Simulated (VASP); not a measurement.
A run of VASP 6.6.1 is set up as follows.

Contents of POSCAR:

```
Hf2N
1.0
    5.3131240200      0.0000000000      0.0000000000
    0.0000000000      5.3131240200      0.0000000000
    0.0000000000      0.0000000000      3.2420983900
Hf N
4 2
Direct
    0.2955363700      0.2955363700      0.0000000000
    0.7044636300      0.7044636300      0.0000000000
    0.7955363700      0.2044636300      0.5000000000
    0.2044636300      0.7955363700      0.5000000000
    0.0000000000      0.0000000000      0.0000000000
    0.5000000000      0.5000000000      0.5000000000
```

File INCAR.step1:

```
PREC = Accurate
ENCUT = 520
ISMEAR = -1
SIGMA = 0.01
LREAL = F
LASPH = T
NELM = 80
NBANDS = 34
GGA = PE
ALGO = Normal
EDIFF = 1E-4
LWAVE = T
LCHARG = F
```

The input INCAR.step2:

```
PREC = Accurate
ENCUT = 520
EDIFF = 1E-6
ISMEAR = -1
SIGMA = 0.01
LREAL = F
LASPH = T
NELM = 80
ALGO = Normal
ISIF = 2
LWAVE = F
LCHARG = F
METAGGA = R2SCAN
LMIXTAU = T
NBANDS = 34
ISTART = 1
```

The input KPOINTS:

```
Automatic mesh
0
Gamma
  8 8 12
```

Potentials or basis: VASP PAW PBE potentials, release 64 (Hf_pv, N).

Launch:

```console
$ cat potpaw_PBE.64/Hf_pv/POTCAR potpaw_PBE.64/N/POTCAR > POTCAR
$ cp INCAR.step1 INCAR
$ mpirun -np 1 vasp_std > vasp.out
$ cp INCAR.step2 INCAR
$ mpirun -np 1 vasp_std > vasp.out
```

Question: Predict the pressure.

Answer: -0.1 GPa.

Question: Predict the band gap on the k mesh.

Answer: Zero (bands 25 and 26 overlap by 2.77 eV).

Caveat: the PAW data sets were made with another functional, which shifts forces and pressure a little; spin-orbit coupling is left out, which moves the levels of the heavy elements.
